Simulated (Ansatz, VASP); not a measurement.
# CaSe: VASP beside Ansatz

```
Ca Se
1.0
     0.00000    3.25050    3.30000
     3.25050    0.00000    3.30000
     3.25050    3.25050    0.00000
Ca Se
1 1
Direct
  0.00000 0.00000 0.00000
  0.75000 0.75000 0.75000
```

Change from the starting cell: strain -0.015 along x and y, +0.000 along z, atoms carried along.

Alike in both runs: task single point; functional LDA; k mesh 6 × 6 × 6; occupations gaussian, width 0.05 eV; no spin polarisation.

|  | VASP | Ansatz |
| --- | --- | --- |
| version | VASP 6.6.1 | Ansatz 0.2.0 |
| potentials or method | VASP PAW LDA potentials, release 64 (Ca_sv, Se), cutoff 520 eV | scalar-relativistic, plane waves, PAW |
| valence electrons in the cell | 16 | 26 |

VASP gave:

| Item | Value |
| --- | --- |
| gap on the k mesh at the Fermi level (eV) | 2.96 |
| least direct gap on the mesh (eV) | 3.08 |
| pressure (GPa) | -1.7 |
| traceless stress, the component that is largest in VASP (GPa) | -0.07 |

Task: What did Ansatz give for the same quantities?

Result: gap on the k mesh at the Fermi level (eV): 2.95; least direct gap on the mesh (eV): 3.07; pressure (GPa): -1.8; traceless stress, the component that is largest in VASP (GPa): -0.07.

LDA's correlation is that of Perdew and Zunger in VASP and of Perdew and Wang (1992) in Ansatz. VASP's potentials hold 16 valence electrons a cell and Ansatz's 26, so a difference there can come from the potentials and not from the codes.
